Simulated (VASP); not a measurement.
C (a cell with a defect), 15 atoms in the cell. The cell holds a defect, 15 atoms: a = 5.051 Å, b = 5.051 Å, c = 5.051 Å, α = 60.00°, β = 60.00°, γ = 60.00°.  This cell differs from its parent crystal: atoms taken out, atom 11 moved 0.375 of the way to it and -0.175 Å across, host rigid.

| Property | Result |
| --- | --- |
| Program | VASP 6.6.1 |
| Task | single point |
| Functional | PBE |
| Potentials or basis | VASP PAW PBE potentials, release 64 (C) |
| Cutoff | 520 eV |
| k mesh | 6 × 6 × 6 |
| Occupations | gaussian, width 0.05 eV |
| Spin | no spin polarisation |
| Dipole correction | no |
| Further INCAR settings | LREAL = Auto; ALGO = Normal; EDIFF = 1e-07; NBANDS = 43 |

Potentials or basis: VASP PAW PBE potentials, release 64 (C).

Command:

```console
$ cat potpaw_PBE.64/C/POTCAR > POTCAR
$ mpirun -np 1 vasp_std > vasp.out
```

Hardware: 1 thread of Intel Xeon 8259CL, on a shared host.

Q: Estimate the wall time of this run.

A: Run time: 18 min on 1 thread of Intel Xeon 8259CL (shared host), peak memory 0.33 GiB. Counts: scf iterations 15, k points 68.
